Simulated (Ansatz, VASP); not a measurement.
# AlRu in VASP and in Ansatz

Contents of INCAR:

```
SYSTEM = AlRu
PREC     = Accurate       ! precision mode
ENCUT    = 520            ! plane-wave cutoff, eV
EDIFF    = 1E-7           ! SCF threshold, eV
ISMEAR   = 0              ! smearing method
SIGMA    = 0.15           ! smearing width, eV
LREAL    = .False.        ! projectors in reciprocal space
LASPH    = .True.         ! aspherical terms in the spheres
NELM     = 80             ! most SCF steps
ALGO     = Fast           ! electronic algorithm
ISIF     = 2              ! what is computed and relaxed
LWAVE    = .False.        ! write WAVECAR
LCHARG   = .False.        ! write CHGCAR
GGA      = PS             ! functional
NBANDS   = 25             ! bands
```

The input KPOINTS:

```
regular mesh
0
Gamma
  16 16 8
  0 0 0
```

POSCAR

```
AlRu
1.0
    2.9763250904      0.0000000000      0.0000000000
    0.0000000000      2.9763250904      0.0000000000
    0.0000000000      0.0000000000      5.9526501809
Al Ru
2 2
Direct
    0.0000000000      0.0000000000     -0.0024526891
    0.0000000000      0.0000000000      0.5024526891
    0.4896516681      0.5000000000      0.2500000000
    0.5103483319      0.5000000000      0.7500000000
```

Input for Ansatz:

```yaml
crystal:
  lattice:
    - [2.9763250904, 0.0, 0.0]
    - [0.0, 2.9763250904, 0.0]
    - [0.0, 0.0, 5.9526501809]
  atoms:
    - { symbol: Al, position: [0.0, 0.0, -0.0024526891] }
    - { symbol: Al, position: [0.0, 0.0, 0.5024526891] }
    - { symbol: Ru, position: [0.4896516681, 0.5, 0.25] }
    - { symbol: Ru, position: [0.5103483319, 0.5, 0.75] }
basis:
  ecutwfc: 420
kpoints:
  mp_grid: { grid: [16, 16, 8] }
hamiltonian:
  xc: pbesol
  pseudopotentials: { kind: paw, azcp: { folder: soft_1 } }
scf:
  occupations: { method: gaussian, width: 0.15 }
output:
  forces: true
  stress: true
  eigenvalues: true
```

Change from the starting cell: mode 4 frozen in at -0.031 Å and mode 12 at -0.015 Å (largest displacements).

Alike in both runs: task single point; functional PBEsol; k mesh 16 × 16 × 8; occupations gaussian, width 0.15 eV; no spin polarisation.

|  | VASP | Ansatz |
| --- | --- | --- |
| version | VASP 6.6.1 | Ansatz 0.2.0 |
| potentials or method | VASP PAW PBE potentials, release 64 (Al, Ru_pv), cutoff 520 eV | scalar-relativistic, plane waves, PAW |
| valence electrons in the cell | 34 | 38 |

|  | VASP | Ansatz | Ansatz less VASP |
| --- | --- | --- | --- |
| gap on the k mesh at the Fermi level (eV) | none | none | - |
| pressure (GPa) | 0.2 | 0.1 | -0.09 |
| rms of the force components (eV/Å) | 0.144 | 0.142 | -0.0012 |

VASP's potentials were made for PBE, not for PBEsol, and Ansatz warns of the same on its side. Atom by atom the forces differ by 0.001 eV/Å (rms over components). A gap of «none» marks a metal or a gap that the smearing closes. VASP's potentials hold 34 valence electrons a cell and Ansatz's 38, so a difference there can come from the potentials and not from the codes.
